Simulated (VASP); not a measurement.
# TiAl3 (Amm2) in VASP: notebook

The runs below take TiAl3 through single point, with PBEsol.

Program: VASP 6.6.1. These are calculated values, not measurements. Logs are shortened: lines on timing, memory, paths and dates and some standing lists are left out, and cuts for length are marked.

## 1. The cell of the first run

It takes space group Amm2 (No. 38, orthorhombic). The conventional cell has a = 3.948 Å, b = 7.896 Å, c = 7.896 Å, α = 90.00°, β = 90.00°, γ = 90.00°. Within 3.6 Å of Ti (site symmetry m) lie 12 Al at 2.74 to 2.85 Å. Al (site symmetry mm2) has 8 Al at 2.58 to 3.00 Å and 4 Ti at 2.74 Å within 3.4 Å. Within 3.4 Å of Al (site symmetry mm2) lie 8 Al at 2.58 to 3.00 Å and 4 Ti at 2.85 Å. Al (site symmetry m) has 8 Al at 2.58 to 3.00 Å and 4 Ti at 2.79 to 2.80 Å within 3.4 Å. Al (site symmetry mm2) has 8 Al at 2.65 to 2.73 Å and 4 Ti at 2.77 to 2.81 Å within 3.5 Å. Within 4.1 Å of Al (site symmetry mm2) lie 4 Ti at 2.77 to 2.81 Å and 14 Al at 2.86 to 4.06 Å.

## 2. Single point, PBEsol (atoms displaced along several vibrational modes)

Contents of INCAR:

```
PREC = Accurate
ENCUT = 550
EDIFF = 1E-6
ISMEAR = 0
SIGMA = 0.15
LREAL = False
LASPH = True
NELM = 300
ALGO = All
ISIF = 2
LWAVE = False
LCHARG = False
GGA = PS
NBANDS = 31
GGA_COMPAT = False
ISEARCH = 1
KPAR = 4
```

Contents of KPOINTS:

```
Automatic mesh
0
Gamma
  10 8 8
```

Contents of POSCAR:

```
TiAl3
1.0
   -3.9479576782      0.0000000000      0.0000000000
    0.0000000000      3.9479576782      3.9479576782
    0.0000000000      3.9479576782     -3.9479576782
Ti Al
2 6
Direct
    0.0000000000     -0.0101824800     -0.0101824800
    0.0000000000      0.5101824800      0.5101824800
    0.5000000000      0.7314587678      0.7685412322
    0.5000000000      0.2685412322      0.2314587678
    0.5000000000      0.7314587678      0.2314587678
    0.5000000000      0.2685412322      0.7685412322
    1.0000000000      0.4931014824      0.0068985176
    1.0000000000      0.0068985176      0.4931014824
```

Potentials or basis: VASP PAW PBE potentials, release 64 (Ti_sv, Al).

Launch:

```
> cat potpaw_PBE.64/Ti_sv/POTCAR potpaw_PBE.64/Al/POTCAR > POTCAR
> mpirun -np 4 vasp_std > vasp.out
```

OUTCAR:

```text
PREC = Accurate
   ENCUT = 550
   EDIFF = 1E-6
   ISMEAR = 0
   LREAL = False
   LASPH = True
   NELM = 300
   ISIF = 2
   GGA = PS

 ion  position               nearest neighbor table
   1  0.000  0.990  0.990-   3 2.74   3 2.74   8 2.77   7 2.77   5 2.79   5 2.79   6 2.80   6 2.80
                             7 2.81   8 2.81   4 2.85   4 2.85
   2  0.000  0.510  0.510-   3 2.74   3 2.74   8 2.77   7 2.77   6 2.79   6 2.79   5 2.80   5 2.80
                             8 2.81   7 2.81   4 2.85   4 2.85
   3  0.500  0.731  0.769-   5 2.58   6 2.58   7 2.73   7 2.73   1 2.74   1 2.74   2 2.74   2 2.74
                             8 2.94   8 2.94   6 3.00   5 3.00
   4  0.500  0.269  0.231-   5 2.58   6 2.58   7 2.65   7 2.65   1 2.85   1 2.85   2 2.85   2 2.85
                             8 2.86   8 2.86   6 3.00   5 3.00
   5  0.500  0.731  0.231-   3 2.58   4 2.58   7 2.69   7 2.69   1 2.79   1 2.79   2 2.80   2 2.80
                             8 2.90   8 2.90   4 3.00   3 3.00
   6  0.500  0.269  0.769-   3 2.58   4 2.58   7 2.69   7 2.69   2 2.79   2 2.79   1 2.80   1 2.80
                             8 2.90   8 2.90   4 3.00   3 3.00
   7  0.000  0.493  0.007-   4 2.65   4 2.65   6 2.69   5 2.69   5 2.69   6 2.69   3 2.73   3 2.73
                             1 2.77   2 2.77   2 2.81   1 2.81
   8  0.000  0.007  0.493-   1 2.77   2 2.77   2 2.81   1 2.81   4 2.86   4 2.86   5 2.90   6 2.90
                             5 2.90   6 2.90   3 2.94   3 2.94

  LATTYP: Found a simple tetragonal cell.
 ALAT       =     5.5832552922
 C/A-ratio  =     0.7071067812

  Lattice vectors:

 A1 = (   0.0000000000,   3.9479576782,   3.9479576782)
 A2 = (   0.0000000000,   3.9479576782,  -3.9479576782)
 A3 = (  -3.9479576782,   0.0000000000,   0.0000000000)

Analysis of symmetry for initial positions (statically):
=====================================================================
 Subroutine PRICEL returns:
 Original cell was already a primitive cell.

 Routine SETGRP: Setting up the symmetry group for a
 simple tetragonal supercell.

 Subroutine GETGRP returns: Found  4 space group operations
 (whereof  2 operations were pure point group operations)
 out of a pool of 16 trial point group operations.

The static configuration has the point symmetry C_1h.
 The point group associated with its full space group is C_2v.

Analysis of symmetry for dynamics (positions and initial velocities):
=====================================================================
 Subroutine PRICEL returns:
 Original cell was already a primitive cell.

 Routine SETGRP: Setting up the symmetry group for a
 simple tetragonal supercell.

 Subroutine GETGRP returns: Found  4 space group operations
 (whereof  2 operations were pure point group operations)
 out of a pool of 16 trial point group operations.

The dynamic configuration has the point symmetry C_1h.
 The point group associated with its full space group is C_2v.

 Subroutine INISYM returns: Found  4 space group operations
 (whereof  2 operations are pure point group operations),
 and found     1 'primitive' translations

----------------------------------------------------------------------------------------

                                     Primitive cell

  volume of cell :     123.0687

  direct lattice vectors                    reciprocal lattice vectors
    -3.947957678  0.000000000  0.000000000    -0.253295522  0.000000000  0.000000000
     0.000000000  3.947957678  3.947957678     0.000000000  0.126647761  0.126647761
     0.000000000  3.947957678 -3.947957678     0.000000000  0.126647761 -0.126647761

  length of vectors
     3.947957678  5.583255292  5.583255292     0.253295522  0.179106981  0.179106981

  position of ions in fractional coordinates (direct lattice)
     0.000000000  0.989817520  0.989817520
     0.000000000  0.510182480  0.510182480
     0.500000000  0.731458768  0.768541232
     0.500000000  0.268541232  0.231458768
     0.500000000  0.731458768  0.231458768
     0.500000000  0.268541232  0.768541232
     0.000000000  0.493101482  0.006898518
     0.000000000  0.006898518  0.493101482

  ion indices of the primitive-cell ions
   primitive index   ion index
                 1           1
                 2           2
                 3           3
                 4           4
                 5           5
                 6           6
                 7           7
                 8           8

----------------------------------------------------------------------------------------

 KPOINTS: Automatic mesh

Automatic generation of k-mesh.
 Grid dimensions read from file:
 generate k-points for:   10    8    8

 Generating k-lattice:

  Cartesian coordinates                     Fractional coordinates (reciprocal lattice)
    -0.025329552  0.000000000  0.000000000     0.100000000  0.000000000  0.000000000
     0.000000000  0.015830970  0.015830970     0.000000000  0.125000000  0.000000000
     0.000000000  0.015830970 -0.015830970     0.000000000  0.000000000  0.125000000

  Length of vectors
     0.025329552  0.022388373  0.022388373

  Shift w.r.t. Gamma in fractional coordinates (k-lattice)
     0.000000000  0.000000000  0.000000000

 Subroutine IBZKPT returns following result:
 ===========================================

 Found    126 irreducible k-points:

 Following reciprocal coordinates:
            Coordinates               Weight
  0.000000  0.000000  0.000000      1.000000
  0.100000  0.000000  0.000000      2.000000
  0.200000  0.000000  0.000000      2.000000
  0.300000  0.000000  0.000000      2.000000
  0.400000  0.000000  0.000000      2.000000
  0.500000  0.000000  0.000000      1.000000
[... 16 lines left out ...]
  0.400000  0.375000  0.000000      8.000000
  0.500000  0.375000  0.000000      4.000000
 [... further k-points ...]
   k-points           NKPTS =    126   k-points in BZ     NKDIM =    126   number of bands    NBANDS=     31
   number of dos      NEDOS =    301   number of ions     NIONS =      8
   total plane-waves  NPLWV =  69120
   dimension x,y,z NGX =    30 NGY =   48 NGZ =   48
   dimension x,y,z NGXF=    60 NGYF=   96 NGZF=   96
   ions per type =               2   6
   NGX,Y,Z   is equivalent  to a cutoff of  12.63, 14.29, 14.29 a.u.
   NGXF,Y,Z  is equivalent  to a cutoff of  25.27, 28.58, 28.58 a.u.
 SYSTEM =  unknown system
   PREC   = accura    normal or accurate (medium, high low for compatibility)
   ISTART =      0    job   : 0-new  1-cont  2-samecut
   ICHARG =      2    charge: 1-file 2-atom 10-const
   ISPIN  =      1    spin polarized calculation?
   LNONCOLLINEAR =      F non collinear calculations
   LSORBIT =      F    spin-orbit coupling
   LASPH  =      T    aspherical Exc in radial PAW
   ENCUT  =  550.0 eV  40.42 Ry    6.36 a.u.   7.55 10.68 10.68*2*pi/ulx,y,z
   NELM   =    300;   NELMIN=  2; NELMDL= -5     # of ELM steps
   EDIFF  = 0.1E-05   stopping-criterion for ELM
   LREAL  =      F    real-space projection
   EDIFFG = 0.1E-04   stopping-criterion for IOM
   NSW    =      0    number of steps for IOM
   IBRION =     -1    ionic relax: 0-MD 1-quasi-New 2-CG
   NFREE  =      0    steps in history (QN), initial steepest desc. (CG)
   ISIF   =      2    stress and relaxation
   ISYM   =      2    0-nonsym 1-usesym 2-fastsym
   POTIM  = 0.5000    time-step for ionic-motion
   TEBEG  =    0.0;   TEEND  =   0.0 temperature during run
   PSTRESS=    0.0 pullay stress
   NELECT =      42.0000    total number of electrons
   NUPDOWN=      -1.0000    fix difference up-down
   EMIN   =  10.00;   EMAX   =-10.00  energy-range for DOS
   EFERMI =   0.00;   METHOD = LEGACY
   ISMEAR =     0;   SIGMA  =   0.15  broadening in eV -4-tet -1-fermi 0-gaus
   EFERMI_NEDOS =   21; number of points for ismear=-14 and -15
   IALGO  =     58    algorithm
   IMIX   =      4    mixing-type and parameters
     AMIX     =   0.40;   BMIX     =  1.00
     AMIX_MAG =   1.60;   BMIX_MAG =  1.00
  volume/ion in A,a.u.               =      15.38       103.81
  Fermi-wavevector in a.u.,A,eV,Ry     =   1.144042  2.161927 17.807753  1.308833
  Thomas-Fermi vector in A             =   2.280736
   LORBIT       =      0    0 simple, 1 ext, 2 COOP (PROOUT), +10 PAW based schemes
   GGA     = PS    functional components
   LHFCALC =     F    Hartree Fock is set to
   AEXX    =    0.0000 exact exchange contribution
   IVDW    =     0    specifies the selected vdW correction
   LEPSILON=     F    determine dielectric tensor
   LRPA    =     F    only Hartree local field effects (RPA)
 non-spin polarized calculation
 Gauss-broadening in eV      SIGMA  =   0.15
  energy-cutoff  :      550.00
  volume of cell :      123.07
 maximum number of plane-waves:      3656
   NGX = 15   NGY = 21   NGZ = 21

 number of electron      41.9999988 magnetization

 Free energy of the ion-electron system (eV)
  ---------------------------------------------------
  ext. energy  EPLUGINS =         0.00000000
  ---------------------------------------------------
  free energy    TOTEN  =       -43.83342666 eV

  energy without entropy =      -43.78474224  energy(sigma->0) =      -43.80908445

 E-fermi :   9.0490     XC(G=0): -10.9290

 val. band max:        9.0487847755   @ k =   0.0000   0.5000   0.0000
 cond. band min:       9.0532305439   @ k =   0.4000   0.5000   0.0000
 fundamental gap:      0.0044457684
 Fermi energy:         9.0490368573

 k-point     1 :       0.0000    0.0000    0.0000
  band No.  band energies     occupation
      1     -47.6256      2.00000
      2     -47.6238      2.00000
      3     -24.0518      2.00000
      4     -24.0480      2.00000
      5     -24.0399      2.00000
      6     -24.0368      2.00000
[... 23 lines left out ...]
     30      12.6497      0.00000
     31      13.9758      0.00000

 k-point     2 :       0.1000    0.0000    0.0000
  band No.  band energies     occupation
      1     -47.6255      2.00000
      2     -47.6237      2.00000
      3     -24.0516      2.00000
      4     -24.0478      2.00000
      5     -24.0420      2.00000
      6     -24.0386      2.00000
[... 740 lines left out ...]
 k-point    24 :       0.5000    0.3750    0.0000
  band No.  band energies     occupation
      1     -47.6243      2.00000
      2     -47.6235      2.00000
      3     -24.0595      2.00000
      4     -24.0571      2.00000
      5     -24.0462      2.00000
      6     -24.0428      2.00000
[... 23 lines left out ...]
     30      11.8453      0.00000
     31      12.3083      0.00000

 [... further k-points ...]

------------------------ aborting loop because EDIFF is reached ----------------------------------------

  FORCE on cell =-STRESS in cart. coord.  units (eV):
  Direction    XX          YY          ZZ          XY          YZ          ZX
  --------------------------------------------------------------------------------------
  -------------------------------------------------------------------------------------
  Total        0.7177927      1.9382634      1.5180462      0.0000000      0.0000000      0.0000000
  in kB        9.3446310     25.2334080     19.7627831      0.0000000      0.0000000      0.0000000
  external PRESSURE =      18.1136074 kB  Pullay stress =       0.0000000 kB

 VOLUME and BASIS-vectors are now :
 -----------------------------------------------------------------------------
  energy-cutoff  :      550.00
  volume of cell :      123.07
      direct lattice vectors                 reciprocal lattice vectors
    -3.947957678  0.000000000  0.000000000    -0.253295522  0.000000000  0.000000000
     0.000000000  3.947957678  3.947957678     0.000000000  0.126647761  0.126647761
     0.000000000  3.947957678 -3.947957678     0.000000000  0.126647761 -0.126647761

 POSITION                                       TOTAL-FORCE (eV/Angst)
 -----------------------------------------------------------------------------------
      0.00000      7.81552      0.00000         0.000000      0.433525      0.046373
      0.00000      4.02836      0.00000         0.000000     -0.433525      0.046373
     -1.97398      5.92194     -0.14640         0.000000      0.000000      1.315301
     -1.97398      1.97398      0.14640         0.000000      0.000000     -1.438557
     -1.97398      3.80156      1.97398         0.000000      1.373834     -0.021661
     -1.97398      4.09436     -1.97398         0.000000     -1.373834     -0.021661
      0.00000      1.97398      1.91951         0.000000      0.000000      0.196156
      0.00000      1.97398     -1.91951         0.000000      0.000000     -0.122323
 -----------------------------------------------------------------------------------
    total drift:                                0.000000     -0.000000      0.000131

  FREE ENERGIE OF THE ION-ELECTRON SYSTEM (eV)
  ---------------------------------------------------
  free  energy   TOTEN  =       -43.8334266623 eV

  energy  without entropy=      -43.7847395935  energy(sigma->0) =      -43.80908313
```

Run time: 2.8 min. Hardware: 4 MPI ranks of Intel Xeon 6975P-C (Granite Rapids), shared host; peak memory 0.96 GiB.

What came out:

```yaml
Free_energy: -43.8334 eV
Pressure: 1.8 GPa
Largest_force: 1.439 eV/Å
Band_gap_on_the_k_mesh: zero (bands 21 and 22 overlap by 0.61 eV)
```

Forces in eV/Å, atoms in the order of the input:
```
Ti   0.000  0.434  0.046
Ti   0.000 -0.434  0.046
Al   0.000  0.000  1.315
Al   0.000  0.000 -1.439
Al   0.000  1.374 -0.022
Al   0.000 -1.374 -0.022
Al   0.000  0.000  0.196
Al   0.000  0.000 -0.122
```

Caveat: the cell differs from its parent crystal (atoms displaced along several vibrational modes); the PAW data sets were made with another functional, which shifts forces and pressure a little.

## 3. Single point, PBEsol (atoms displaced along several vibrational modes)

Contents of INCAR:

```
SYSTEM = TiAl3
  PREC = Accurate
  ENCUT = 550
  EDIFF = 1E-6
  ISMEAR = 0
  SIGMA = 0.15
  LREAL = .False.
  LASPH = .True.
  NELM = 300
  ALGO = All
  ISIF = 2
  LWAVE = .False.
  LCHARG = .False.
  GGA = PS
  NBANDS = 31
  GGA_COMPAT = .False.
  ISEARCH = 1
  KPAR = 4
```

Contents of KPOINTS:

```
regular mesh
0
Gamma
  10 8 8
  0 0 0
```

Contents of POSCAR:

```
TiAl3
1.0
   -3.9479576782      0.0000000000      0.0000000000
    0.0000000000      3.9479576782      3.9479576782
    0.0000000000      3.9479576782     -3.9479576782
Ti Al
2 6
Direct
    0.0000000000     -0.0135766400     -0.0135766400
    0.0000000000      0.5135766400      0.5135766400
    0.5000000000      0.7268234598      0.7731765402
    0.5000000000      0.2731765402      0.2268234598
    0.5000000000      0.7268234598      0.2268234598
    0.5000000000      0.2731765402      0.7731765402
    1.0000000000      0.4908019765      0.0091980235
    1.0000000000      0.0091980235      0.4908019765
```

Potentials or basis: VASP PAW PBE potentials, release 64 (Ti_sv, Al).

Launch:

```
> cat potpaw_PBE.64/Ti_sv/POTCAR potpaw_PBE.64/Al/POTCAR > POTCAR
> mpirun -np 4 vasp_std > vasp.out
```

Run time: 2.9 min. Hardware: 4 MPI ranks of Intel Xeon Platinum 8375C at 2.90GHz (Ice Lake), shared host; peak memory 0.98 GiB.

Results (log left out):

```yaml
Free_energy: -43.5678 eV
Pressure: 2.8 GPa
Largest_force: 1.907 eV/Å
Band_gap_on_the_k_mesh: zero (bands 21 and 22 overlap by 0.51 eV)
```

Forces in eV/Å, atoms in the order of the input:
```
Ti   0.000  0.587  0.082
Ti   0.000 -0.587  0.082
Al   0.000  0.000  1.697
Al   0.000  0.000 -1.907
Al   0.000  1.796 -0.038
Al   0.000 -1.796 -0.038
Al   0.000  0.000  0.269
Al   0.000  0.000 -0.147
```

Stress tensor (GPa, compression positive):
```
1.46 0.00 0.00
0.00 3.92 0.00
0.00 0.00 3.00
```

Levels at points of the mesh, in eV from the Fermi level:
```
           k point  band 18  band 19  band 20  band 21  band 22  band 23  band 24  band 25
(0.00, 0.00, 0.00)    -2.02    -1.24    -1.22    -0.13     0.22     0.24     0.27     0.95
(0.50, 0.00, 0.00)    -2.10    -2.09    -2.06     0.06     0.49     0.76     0.84     1.01
(0.00, 0.50, 0.00)    -1.50    -0.83    -0.76    -0.32     0.03     0.14     0.66     1.39
(0.50, 0.50, 0.00)    -2.72    -2.55    -2.13    -0.98     0.00     1.03     1.09     1.12
(0.00, 0.50, 0.50)    -1.72    -0.01     0.19     0.31     0.55     0.75     0.80     0.88
(0.50, 0.50, 0.50)    -1.21    -1.16    -0.77     0.00     0.93     0.93     1.01     1.17
```

Caveat: the cell differs from its parent crystal (atoms displaced along several vibrational modes); the PAW data sets were made with another functional, which shifts forces and pressure a little.
